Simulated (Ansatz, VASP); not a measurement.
# Two plane-wave programs on Si

Contents of POSCAR:

```
Si
1.0
   -1.6269149300      1.6269149300      1.3203298500
    1.6269149300     -1.6269149300      1.3203298500
    1.6269149300      1.6269149300     -1.3203298500
Si
1
Direct
    0.0000000000      0.0000000000      0.0000000000
```

The input INCAR.step1:

```
SYSTEM = Si
ALGO = Normal
EDIFF = 1E-4
ENCUT = 520
GGA = PE
ISMEAR = 1
LASPH = .True.
LCHARG = .False.
LREAL = .False.
LWAVE = .True.
NBANDS = 8
NELM = 60
PREC = Accurate
SIGMA = 0.5
```

The input INCAR.step2:

```
SYSTEM = Si
ALGO = Normal
EDIFF = 1E-6
ENCUT = 520
ISIF = 2
ISMEAR = 1
ISTART = 1
LASPH = .True.
LCHARG = .True.
LELF = .True.
LMIXTAU = .True.
LREAL = .False.
LVHAR = .True.
LWAVE = .False.
METAGGA = R2SCAN
NBANDS = 8
NELM = 60
PREC = Accurate
SIGMA = 0.5
```

File KPOINTS:

```
k-points
0
Gamma
  13 13 13
  0 0 0
```

Input for Ansatz:

```yaml
crystal:
  lattice:
    - [-1.62691493, 1.62691493, 1.32032985]
    - [1.62691493, -1.62691493, 1.32032985]
    - [1.62691493, 1.62691493, -1.32032985]
  atoms:
    - { symbol: Si, position: [0.0, 0.0, 0.0] }
kpoints:
  mp_grid:
    grid: [13, 13, 13]
hamiltonian:
  xc: r2scan
scf:
  occupations:
    method: cold
    width: 0.5
output:
  forces: true
  stress: true
```

Alike in both runs: task single point; functional r2SCAN; k mesh 13 × 13 × 13; no spin polarisation.

|  | VASP | Ansatz |
| --- | --- | --- |
| version | VASP 6.6.1 | Ansatz 0.2.0 |
| potentials or method | VASP PAW PBE potentials, release 64 (Si) | plane waves, PAW |
| plane-wave cutoff (eV) | 520 | 500 |
| occupations | methfessel-paxton of order 1, width 0.5 eV | cold, width 0.5 eV |
| valence electrons in the cell | 4 | 4 |

Ansatz gave:

* pressure (GPa): -0.1
* traceless stress, the component that is largest in VASP (GPa): -3.27

Problem. Estimate VASP's values.

Solution. Pressure (GPa): -0.1; traceless stress, the component that is largest in VASP (GPa): -2.93.

VASP's potentials were made for PBE, not for r2SCAN.
